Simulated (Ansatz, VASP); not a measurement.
One calculation of Sn3Te, two programs

```
CELL_PARAMETERS angstrom
4.86337 0.00000 0.00000
0.00000 4.86337 0.00000
0.00000 0.00000 4.86337
ATOMIC_POSITIONS crystal
Sn 0.50000 0.50000 0.00000
Sn 0.50000 0.00000 0.50000
Sn 0.00000 0.50000 0.50000
Te 0.00000 0.00000 0.00000
```

Alike in both runs: functional PBE; k mesh 4 × 4 × 4; occupations gaussian, width 0.1 eV; no spin polarisation.

Ansatz relaxed the structure, and its values are those at the end. VASP's run is a single point on that final structure, the one shown.

```csv
,VASP,Ansatz
version,VASP 6.6.1,Ansatz 0.2.0
potentials or method,"VASP PAW PBE potentials, release 64 (Sn_d, Te), cutoff 520 eV","scalar-relativistic, plane waves, PAW"
valence electrons in the cell,48,58
```

```csv
,VASP,Ansatz,Ansatz less VASP
gap on the k mesh at the Fermi level (eV),none,none,-
pressure (GPa),0.0,0.0,+0.02
```

A gap of «none» marks a metal or a gap that the smearing closes. VASP's potentials hold 48 valence electrons a cell and Ansatz's 58, so a difference there can come from the potentials and not from the codes.

Spin-orbit coupling is off throughout.
